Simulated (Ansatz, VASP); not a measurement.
## BaTiO3: VASP beside Ansatz

File INCAR:

```
SYSTEM = BaTiO3
PREC = Accurate
ENCUT = 520
EDIFF = 1E-6
ISMEAR = 0
SIGMA = 0.01
LREAL = .FALSE.
LASPH = .TRUE.
NELM = 60
ALGO = Normal
ISIF = 2
LWAVE = .FALSE.
LCHARG = .FALSE.
GGA = PE
NBANDS = 28
```

File KPOINTS:

```
regular mesh
0
G
  6 6 6
  0 0 0
```

POSCAR

```
BaTiO3
1.0
    3.8677504747      0.0000000000      0.0000000000
    0.0000000000      3.8677504747      0.0000000000
    0.0000000000      0.0000000000      3.8677504747
Ba Ti O
1 1 3
Direct
    0.5000000000      0.5000000000      0.5000000000
    0.0000000000      0.0000000000      0.0000000000
    0.5000000000      0.0000000000      0.0000000000
    0.0000000000      0.5000000000      0.0000000000
    0.0000000000      0.0000000000      0.5000000000
```

Input for Ansatz:

```yaml
crystal:
  lattice:
    - [3.867750474730153, 0.0, 0.0]
    - [0.0, 3.867750474730153, 0.0]
    - [0.0, 0.0, 3.867750474730153]
  atoms:
    - { symbol: Ba, position: [0.5, 0.5, 0.5] }
    - { symbol: Ti, position: [0.0, 0.0, 0.0] }
    - { symbol: O, position: [0.5, 0.0, 0.0] }
    - { symbol: O, position: [0.0, 0.5, 0.0] }
    - { symbol: O, position: [0.0, 0.0, 0.5] }
basis:
  ecutwfc: 550.0
kpoints:
  mp_grid:
    grid: [6, 6, 6]
hamiltonian:
  xc: pbe
  pseudopotentials:
    kind: paw
scf:
  occupations:
    method: fixed
output:
  stress: true
```

Alike in both runs: task single point; functional PBE; k mesh 6 × 6 × 6; no spin polarisation.

|  | VASP | Ansatz |
| --- | --- | --- |
| version | VASP 6.6.1 | Ansatz 0.2.0 |
| potentials or method | VASP PAW PBE potentials, release 64 (Ba_sv, Ti_sv, O), cutoff 520 eV | plane waves, PAW |
| occupations | gaussian, width 0.01 eV | fixed |
| valence electrons in the cell | 40 | 40 |

```tsv
	VASP	Ansatz	Ansatz less VASP
pressure (GPa)	27.0	24.3	-2.62
```

Spin-orbit coupling is off throughout.
